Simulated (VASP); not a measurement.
Write the native input for VASP 6.6.1 that does the following.

```
Task                   : single point
Functional             : LDA
Potentials or basis    : VASP PAW LDA potentials, release 64 (Si)
Cutoff                 : 520 eV
k mesh                 : 14 × 14 × 14
Occupations            : fermi-dirac, width 0.1 eV
Spin                   : non-collinear spin, zero start, spin-orbit coupling
Starting moments       : [[0.0, 0.0, 0.0]] μB
Dipole correction      : no
Further INCAR settings : ALGO = Normal; EDIFF = 1e-06; NBANDS = 15
```

The structure of Si lies in POSCAR:

```
Si
1.0
   -1.5216738031      1.5216738031      1.5216738031
    1.5216738031     -1.5216738031      1.5216738031
    1.5216738031      1.5216738031     -1.5216738031
Si
1
Direct
    0.0000000000      0.0000000000      0.0000000000
```

The input as run:

INCAR

```
PREC = Accurate
ENCUT = 520
EDIFF = 1E-6
ISMEAR = -1
SIGMA = 0.1
LREAL = False
LASPH = True
NELM = 150
ALGO = Normal
ISIF = 2
LWAVE = False
LCHARG = False
MAGMOM = 0 0 0
LORBIT = 11
LSORBIT = True
GGA_COMPAT = False
LORBMOM = True
GGA = CA
NBANDS = 15
```

KPOINTS

```
regular mesh
0
Gamma
  14 14 14
```

Potentials or basis: VASP PAW LDA potentials, release 64 (Si).

Launch:

```sh
$ cat potpaw_LDA.64/Si/POTCAR > POTCAR
$ mpirun -np 1 vasp_ncl > vasp.out
```

It gave:

```json
{
  "Pressure": "0.1 GPa",
  "Net moment": "0.00 μB per cell",
  "Valence electrons inside the program's atomic spheres": "Si 1.59"
}
```

Run time: 17 s on 1 thread of AMD EPYC 9R45 96-Core Processor (Zen 5) (shared host), peak memory 0.12 GiB.
